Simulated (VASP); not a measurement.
# W4S in VASP: a series of runs

The runs below take W4S through single point, with PBE.

Program: VASP 6.6.1. These are calculated values, not measurements. Logs are shortened: lines on timing, memory, paths and dates and some standing lists are left out, and cuts for length are marked.

### Step 1. The cell of the first run

The cell holds a slab with vacuum, 5 atoms: a = 3.184 Å, b = 3.184 Å, c = 20.143 Å, α = 90.00°, β = 90.00°, γ = 90.00°.

### Step 2. Single point, PBE

The input, INCAR:

```
SYSTEM = W4S
  PREC = Accurate
  ENCUT = 520
  EDIFF = 1E-6
  ISMEAR = 0
  SIGMA = 0.1
  LREAL = .FALSE.
  LASPH = .TRUE.
  NELM = 60
  ALGO = Normal
  ISIF = 2
  LWAVE = .FALSE.
  LCHARG = .FALSE.
  LDIPOL = .TRUE.
  IDIPOL = 3
  DIPOL = 0.5 0.5 0.361
  GGA = PE
  NBANDS = 39
```

The input, KPOINTS:

```
Automatic mesh
0
G
  8 8 1
  0 0 0
```

The input, POSCAR:

```
W4S
1.0
    3.1836991688      0.0000000000      0.0000000000
    0.0000000000      3.1836991688      0.0000000000
    0.0000000000      0.0000000000     20.1425775749
W S
4 1
Direct
    0.5000000000      0.5000000000      0.1985843165
    0.0000000000      0.0000000000      0.2776134069
    0.5000000000      0.5000000000      0.3599451800
    0.0000000000      0.0000000000      0.4290700901
    0.0000000000      0.0000000000      0.5375701665
```

Potentials or basis: VASP PAW PBE potentials, release 64 (W_sv, S).

On the command line:

```
$ cat potpaw_PBE.64/W_sv/POTCAR potpaw_PBE.64/S/POTCAR > POTCAR
$ mpirun -np 1 vasp_std > vasp.out
```

OUTCAR:

```text
SYSTEM = W4S
   PREC = Accurate
   ENCUT = 520
   EDIFF = 1E-6
   ISMEAR = 0
   LREAL = .FALSE.
   LASPH = .TRUE.
   NELM = 60
   ISIF = 2
   GGA = PE

 ion  position               nearest neighbor table
   1  0.500  0.500  0.199-   2 2.76   2 2.76   2 2.76   2 2.76   3 3.25
   2  0.000  0.000  0.278-   1 2.76   1 2.76   1 2.76   1 2.76   3 2.80   3 2.80   3 2.80   3 2.80
                             4 3.05
   3  0.500  0.500  0.360-   4 2.65   4 2.65   4 2.65   4 2.65   2 2.80   2 2.80   2 2.80   2 2.80
                             1 3.25
   4  0.000  0.000  0.429-   5 2.19   3 2.65   3 2.65   3 2.65   3 2.65   2 3.05
   5  0.000  0.000  0.538-   4 2.19

  LATTYP: Found a simple tetragonal cell.
 ALAT       =     3.1836991688
 C/A-ratio  =     6.3267841925

  Lattice vectors:

 A1 = (   3.1836991688,   0.0000000000,   0.0000000000)
 A2 = (   0.0000000000,   3.1836991688,   0.0000000000)
 A3 = (   0.0000000000,   0.0000000000,  20.1425775749)

Analysis of symmetry for initial positions (statically):
=====================================================================
 Subroutine PRICEL returns:
 Original cell was already a primitive cell.

 Routine SETGRP: Setting up the symmetry group for a
 simple tetragonal supercell.

 Subroutine GETGRP returns: Found  8 space group operations
 (whereof  8 operations were pure point group operations)
 out of a pool of 16 trial point group operations.

The static configuration has the point symmetry C_4v.

Analysis of symmetry for dynamics (positions and initial velocities):
=====================================================================
 Subroutine PRICEL returns:
 Original cell was already a primitive cell.

 Routine SETGRP: Setting up the symmetry group for a
 simple tetragonal supercell.

 Subroutine GETGRP returns: Found  8 space group operations
 (whereof  8 operations were pure point group operations)
 out of a pool of 16 trial point group operations.

The dynamic configuration has the point symmetry C_4v.

 Subroutine INISYM returns: Found  8 space group operations
 (whereof  8 operations are pure point group operations),
 and found     1 'primitive' translations

----------------------------------------------------------------------------------------

                                     Primitive cell

  volume of cell :     204.1640

  direct lattice vectors                    reciprocal lattice vectors
     3.183699169  0.000000000  0.000000000     0.314100029  0.000000000  0.000000000
     0.000000000  3.183699169  0.000000000     0.000000000  0.314100029  0.000000000
     0.000000000  0.000000000 20.142577575     0.000000000  0.000000000  0.049646079

  length of vectors
     3.183699169  3.183699169 20.142577575     0.314100029  0.314100029  0.049646079

  position of ions in fractional coordinates (direct lattice)
     0.500000000  0.500000000  0.198584317
     0.000000000  0.000000000  0.277613407
     0.500000000  0.500000000  0.359945180
     0.000000000  0.000000000  0.429070090
     0.000000000  0.000000000  0.537570166

  ion indices of the primitive-cell ions
   primitive index   ion index
                 1           1
                 2           2
                 3           3
                 4           4
                 5           5

----------------------------------------------------------------------------------------

 KPOINTS: Automatic mesh

Automatic generation of k-mesh.
 Grid dimensions read from file:
 generate k-points for:    8    8    1

 Generating k-lattice:

  Cartesian coordinates                     Fractional coordinates (reciprocal lattice)
     0.039262504  0.000000000  0.000000000     0.125000000  0.000000000  0.000000000
     0.000000000  0.039262504  0.000000000     0.000000000  0.125000000  0.000000000
     0.000000000  0.000000000  0.049646079     0.000000000  0.000000000  1.000000000

  Length of vectors
     0.039262504  0.039262504  0.049646079

  Shift w.r.t. Gamma in fractional coordinates (k-lattice)
     0.000000000  0.000000000  0.000000000

 Subroutine IBZKPT returns following result:
 ===========================================

 Found     15 irreducible k-points:

 Following reciprocal coordinates:
            Coordinates               Weight
  0.000000  0.000000  0.000000      1.000000
  0.125000  0.000000  0.000000      4.000000
  0.250000  0.000000  0.000000      4.000000
  0.375000  0.000000  0.000000      4.000000
  0.500000  0.000000  0.000000      2.000000
  0.125000  0.125000  0.000000      4.000000
  0.250000  0.125000  0.000000      8.000000
  0.375000  0.125000  0.000000      8.000000
  0.500000  0.125000  0.000000      4.000000
  0.250000  0.250000  0.000000      4.000000
  0.375000  0.250000  0.000000      8.000000
  0.500000  0.250000  0.000000      4.000000
  0.375000  0.375000  0.000000      4.000000
  0.500000  0.375000  0.000000      4.000000
  0.500000  0.500000  0.000000      1.000000
   k-points           NKPTS =     15   k-points in BZ     NKDIM =     15   number of bands    NBANDS=     39
   number of dos      NEDOS =    301   number of ions     NIONS =      5
   total plane-waves  NPLWV =  86400
   dimension x,y,z NGX =    24 NGY =   24 NGZ =  150
   dimension x,y,z NGXF=    48 NGYF=   48 NGZF=  300
   ions per type =               4   1
   NGX,Y,Z   is equivalent  to a cutoff of  12.53, 12.53, 12.38 a.u.
   NGXF,Y,Z  is equivalent  to a cutoff of  25.06, 25.06, 24.76 a.u.
 SYSTEM =  W4S
   PREC   = accura    normal or accurate (medium, high low for compatibility)
   ISTART =      0    job   : 0-new  1-cont  2-samecut
   ICHARG =      2    charge: 1-file 2-atom 10-const
   ISPIN  =      1    spin polarized calculation?
   LNONCOLLINEAR =      F non collinear calculations
   LSORBIT =      F    spin-orbit coupling
   LASPH  =      T    aspherical Exc in radial PAW
   ENCUT  =  520.0 eV  38.22 Ry    6.18 a.u.   5.92  5.92 37.45*2*pi/ulx,y,z
   NELM   =     60;   NELMIN=  2; NELMDL= -5     # of ELM steps
   EDIFF  = 0.1E-05   stopping-criterion for ELM
   LREAL  =      F    real-space projection
   EDIFFG = 0.1E-04   stopping-criterion for IOM
   NSW    =      0    number of steps for IOM
   IBRION =     -1    ionic relax: 0-MD 1-quasi-New 2-CG
   NFREE  =      0    steps in history (QN), initial steepest desc. (CG)
   ISIF   =      2    stress and relaxation
   ISYM   =      2    0-nonsym 1-usesym 2-fastsym
   POTIM  = 0.5000    time-step for ionic-motion
   TEBEG  =    0.0;   TEEND  =   0.0 temperature during run
   PSTRESS=    0.0 pullay stress
   NELECT =      62.0000    total number of electrons
   NUPDOWN=      -1.0000    fix difference up-down
   EMIN   =  10.00;   EMAX   =-10.00  energy-range for DOS
   EFERMI =   0.00;   METHOD = LEGACY
   ISMEAR =     0;   SIGMA  =   0.10  broadening in eV -4-tet -1-fermi 0-gaus
   EFERMI_NEDOS =   21; number of points for ismear=-14 and -15
   IALGO  =     38    algorithm
   IMIX   =      4    mixing-type and parameters
     AMIX     =   0.40;   BMIX     =  1.00
     AMIX_MAG =   1.60;   BMIX_MAG =  1.00
  volume/ion in A,a.u.               =      40.83       275.55
  Fermi-wavevector in a.u.,A,eV,Ry     =   1.100388  2.079431 16.474654  1.210853
  Thomas-Fermi vector in A             =   2.236798
   LORBIT       =      0    0 simple, 1 ext, 2 COOP (PROOUT), +10 PAW based schemes
   GGA     = PE    functional components
   LHFCALC =     F    Hartree Fock is set to
   AEXX    =    0.0000 exact exchange contribution
   IVDW    =     0    specifies the selected vdW correction
   LEPSILON=     F    determine dielectric tensor
   LRPA    =     F    only Hartree local field effects (RPA)
 non-spin polarized calculation
 Gauss-broadening in eV      SIGMA  =   0.10
  energy-cutoff  :      520.00
  volume of cell :      204.16
 maximum number of plane-waves:      5576
 NGX is ok and might be reduce to    24
   NGX = 11   NGY = 11   NGZ = 75

 dipolmoment           0.000000      0.000000     -0.001087 electrons x Angstroem

 number of electron      61.9999993 magnetization

 dipolmoment           0.000000      0.000000      0.082110 electrons x Angstroem

 Free energy of the ion-electron system (eV)
  ---------------------------------------------------
  ext. energy  EPLUGINS =         0.00000000
  ---------------------------------------------------
  free energy    TOTEN  =       -52.07741195 eV

  energy without entropy =      -52.04730008  energy(sigma->0) =      -52.06235602

 E-fermi :   1.0230     XC(G=0):  -6.2669

 val. band max:        1.0193362408   @ k =   0.5000   0.0000   0.0000
 cond. band min:       1.0358830934   @ k =   0.1250   0.1250   0.0000
 fundamental gap:      0.0165468526
 Fermi energy:         1.0229724188

 k-point     1 :       0.0000    0.0000    0.0000
  band No.  band energies     occupation
      1     -72.8310      2.00000
      2     -72.7770      2.00000
      3     -72.7122      2.00000
      4     -72.5729      2.00000
      5     -37.2730      2.00000
      6     -37.2389      2.00000
[... 31 lines left out ...]
     38       3.9489      0.00000
     39       4.2949      0.00000

 k-point     2 :       0.1250    0.0000    0.0000
  band No.  band energies     occupation
      1     -72.8244      2.00000
      2     -72.7709      2.00000
      3     -72.7144      2.00000
      4     -72.5788      2.00000
      5     -37.3600      2.00000
      6     -37.2716      2.00000
[... 31 lines left out ...]
     38       3.5880      0.00000
     39       3.9717      0.00000

 k-point     3 :       0.2500    0.0000    0.0000
  band No.  band energies     occupation
      1     -72.8070      2.00000
      2     -72.7546      2.00000
      3     -72.7204      2.00000
      4     -72.5955      2.00000
      5     -37.4716      2.00000
      6     -37.3778      2.00000
[... 31 lines left out ...]
     38       3.4858      0.00000
     39       4.0173      0.00000

 k-point     4 :       0.3750    0.0000    0.0000
  band No.  band energies     occupation
      1     -72.7854      2.00000
      2     -72.7424      2.00000
      3     -72.7206      2.00000
      4     -72.6182      2.00000
      5     -37.5513      2.00000
      6     -37.4890      2.00000
[... 31 lines left out ...]
     38       3.5515      0.00000
     39       4.3855      0.00000
[... 376 lines left out ...]
     38       4.2152      0.00000
     39       4.4910      0.00000

 k-point    14 :       0.5000    0.3750    0.0000
  band No.  band energies     occupation
      1     -72.7651      2.00000
      2     -72.7416      2.00000
      3     -72.7032      2.00000
      4     -72.6245      2.00000
      5     -37.5616      2.00000
      6     -37.5402      2.00000
[... 31 lines left out ...]
     38       4.5910      0.00000
     39       4.5957      0.00000

 k-point    15 :       0.5000    0.5000    0.0000
  band No.  band energies     occupation
      1     -72.7639      2.00000
      2     -72.7404      2.00000
      3     -72.7020      2.00000
      4     -72.6233      2.00000
      5     -37.5860      2.00000
      6     -37.5860      2.00000
[... 31 lines left out ...]
     38       4.4404      0.00000
     39       4.4481      0.00000

------------------------ aborting loop because EDIFF is reached ----------------------------------------

 vacuum level on the upper side and lower side of the slab       (xc-potential included)         0.502        -0.951

  FORCE on cell =-STRESS in cart. coord.  units (eV):
  Direction    XX          YY          ZZ          XY          YZ          ZX
  --------------------------------------------------------------------------------------
  -------------------------------------------------------------------------------------
  Total       -3.0704393     -3.0704393     -0.0048801      0.0000000     -0.0000000      0.0000000
  in kB      -24.0952817    -24.0952817     -0.0382964      0.0000000     -0.0000000      0.0000000
  external PRESSURE =     -16.0762866 kB  Pullay stress =       0.0000000 kB

 VOLUME and BASIS-vectors are now :
 -----------------------------------------------------------------------------
  energy-cutoff  :      520.00
  volume of cell :      204.16
      direct lattice vectors                 reciprocal lattice vectors
     3.183699169  0.000000000  0.000000000     0.314100029  0.000000000  0.000000000
     0.000000000  3.183699169  0.000000000     0.000000000  0.314100029  0.000000000
     0.000000000  0.000000000 20.142577575     0.000000000  0.000000000  0.049646079

 POSITION                                       TOTAL-FORCE (eV/Angst)
 -----------------------------------------------------------------------------------
      1.59185      1.59185      4.00000         0.000000     -0.000000      2.000638
      0.00000      0.00000      5.59185         0.000000      0.000000     -2.336470
      1.59185      1.59185      7.25022         0.000000     -0.000000     -1.586696
      0.00000      0.00000      8.64258         0.000000      0.000000      1.923115
      0.00000      0.00000     10.82805         0.000000      0.000000     -0.000587
 -----------------------------------------------------------------------------------
    total drift:                                0.000000     -0.000000     -0.000082

  FREE ENERGIE OF THE ION-ELECTRON SYSTEM (eV)
  ---------------------------------------------------
  free  energy   TOTEN  =       -52.0774119506 eV

  energy  without entropy=      -52.0473000846  energy(sigma->0) =      -52.06235602

 vacuum level on the upper side and lower side of the slab         6.580         5.057
```

Wall time 3.2 min (1 thread of Intel Xeon Platinum 8259CL at 2.50GHz (Skylake/Cascade Lake), shared host); peak memory 0.32 GiB.

Results:

| Quantity | Value |
| --- | --- |
| Free energy | -52.0774 eV |
| Largest force | 2.336 eV/Å |
| Band gap on the k mesh | zero (bands 31 and 32 overlap by 2.05 eV) |

Forces on the atoms (eV/Å):
```
W    0.000  0.000  2.001
W    0.000  0.000 -2.336
W    0.000  0.000 -1.587
W    0.000  0.000  1.923
S    0.000  0.000 -0.001
```

Levels at points of the mesh, in eV from the Fermi level:
| k point | band 29 | band 30 | band 31 | band 32 | band 33 | band 34 |
| --- | --- | --- | --- | --- | --- | --- |
| (0.00, 0.00, 0.00) | -0.66 | -0.61 | -0.19 | 0.38 | 0.38 | 0.83 |
| (0.50, 0.00, 0.00) | -0.73 | 0.00 | 0.39 | 0.54 | 0.61 | 0.98 |
| (0.50, 0.50, 0.00) | -0.95 | -0.95 | 1.95 | 1.95 | 2.02 | 2.78 |

Caveat: spin-orbit coupling is left out, which moves the levels of the heavy elements.

[end of part 1 of 2]

The gap in the log of VASP goes by the Fermi energy; the results here count the filled bands.